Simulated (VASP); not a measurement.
## Ni: single point with PBE

Ni:

```
CELL_PARAMETERS angstrom
1.23925 0.71548 6.13612
-1.23925 0.71548 6.13612
0.00000 -1.43097 6.13612
ATOMIC_POSITIONS crystal
Ni 0.00000 0.00000 0.00000
Ni 0.22252 0.22252 0.22252
Ni 0.77748 0.77748 0.77748
```

```json
{
  "Program": "VASP 6.6.1",
  "Task": "single point",
  "Functional": "PBE",
  "Potentials or basis": "VASP PAW PBE potentials, release 64 (Ni)",
  "Cutoff": "520 eV",
  "k mesh": "9 × 9 × 9",
  "Occupations": "gaussian, width 0.1 eV",
  "Spin": "collinear spin, ferromagnetic start",
  "Starting moments": "[0.75, 0.78, 0.78] μB"
}
```

The pressure is 0.0 GPa and the largest force is 0.007 eV/Å. The net moment is 1.65 μB per cell. The site moments are Ni +0.56, +0.57 (each value once) μB and the valence electrons inside the program's atomic spheres are Ni 9.32, 9.31 (each value once).

Forces on the atoms (eV/Å):
```
Ni   0.000  0.000  0.000
Ni   0.000  0.000 -0.007
Ni   0.000  0.000  0.007
```

Stress tensor (GPa, compression positive):
```
0.00 0.00 0.00
0.00 0.00 0.00
0.00 0.00 0.12
```

Levels at points of the mesh, in eV from the Fermi level:
Spin up:
| k point | band 14 | band 15 | band 16 | band 17 | band 18 | band 19 |
| --- | --- | --- | --- | --- | --- | --- |
| (0.00, 0.00, 0.00) | -1.42 | -0.86 | -0.86 | -0.75 | -0.75 | 10.25 |
Spin down:
| k point | band 12 | band 13 | band 14 | band 15 | band 16 | band 17 | band 18 | band 19 |
| --- | --- | --- | --- | --- | --- | --- | --- | --- |
| (0.00, 0.00, 0.00) | -1.49 | -0.88 | -0.88 | -0.24 | -0.24 | -0.09 | -0.09 | 10.43 |

Run time: 17 min on 1 thread of AMD EPYC 7R43 64-Core Processor (Zen 3), with other jobs on the host, peak memory 0.4 GiB.
